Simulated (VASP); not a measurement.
Write the native input for VASP 6.6.1 that does the following.

| Property | Result |
| --- | --- |
| Task | relaxation of cell and atoms |
| Functional | r2SCAN |
| Potentials or basis | VASP PAW PBE potentials, release 64 (Cu) |
| Cutoff | 660 eV |
| k mesh | 11 × 11 × 11 |
| Occupations | gaussian, width 0.05 eV |
| Spin | no spin polarisation |
| Target pressure | 20 GPa |
| Dipole correction | no |
| Further INCAR settings | ALGO = Normal; EDIFF = 1e-07; IBRION = 2; EDIFFG = -0.01; NSW = 80; ISIF = 3 |

Cu:

```
Cu
1.0
    -1.43500    1.43500    1.43500
     1.43500   -1.43500    1.43500
     1.43500    1.43500   -1.43500
Cu
1
Direct
  0.00000 0.00000 0.00000
```

This isn't the form of Cu at room conditions, which is fcc.

One way to write it, as run:

POSCAR

```
Cu
1.0
   -1.4350000000      1.4350000000      1.4350000000
    1.4350000000     -1.4350000000      1.4350000000
    1.4350000000      1.4350000000     -1.4350000000
Cu
1
Direct
    0.0000000000      0.0000000000      0.0000000000
```

INCAR.step1

```
PREC = Accurate
ENCUT = 660
ISMEAR = 0
SIGMA = 0.05
LREAL = F
LASPH = T
NELM = 120
GGA = PE
ALGO = Normal
EDIFF = 1E-5
LWAVE = T
LCHARG = F
GGA_COMPAT = F
IBRION = 2
ISIF = 3
EDIFFG = -0.005
NELMIN = 4
NSW = 100
```

INCAR.step2

```
PREC = Accurate
ENCUT = 660
EDIFF = 1E-7
ISMEAR = 0
SIGMA = 0.05
LREAL = F
LASPH = T
NELM = 120
ALGO = Normal
ISIF = 3
LWAVE = F
LCHARG = F
METAGGA = R2SCAN
LMIXTAU = T
IBRION = 2
NSW = 80
EDIFFG = -0.01
PSTRESS = 200.0
ISTART = 1
GGA_COMPAT = F
NELMIN = 4
```

KPOINTS

```
Automatic mesh
0
Gamma
  11 11 11
```

Potentials or basis: VASP PAW PBE potentials, release 64 (Cu).

Run with:

```bash
$ cat potpaw_PBE.64/Cu/POTCAR > POTCAR
$ cp INCAR.step1 INCAR
$ mpirun -np 1 vasp_std > vasp.out
$ cp INCAR.step2 INCAR
$ mpirun -np 1 vasp_std > vasp.out
```

Results of the run:

```json
{"Relaxed volume": "10.45 Å³/atom", "Relaxed cell": "a = 2.386 Å, b = 2.386 Å, c = 2.386 Å, α = 109.47°, β = 109.47°, γ = 109.47°", "Space group after relaxing (to 0.1 Å)": "Im-3m (No. 229)", "Energy change on relaxing (the run minimises the enthalpy)": "+56.3 meV/atom", "Ionic steps": "4", "Pressure after relaxing": "19.9 GPa", "Band gap on the k mesh": "zero (an odd number of electrons rules out a gap without spin polarisation)"}
```

Caveat: the cell is relaxed towards a set pressure, so the run minimises the enthalpy, not the energy; the PAW data sets were made with another functional, which shifts forces and pressure a little.

Run time: 73 s on 1 thread of Intel(R) Xeon(R) Platinum 8488C (Sapphire Rapids), with other jobs on the host, peak memory 0.16 GiB.
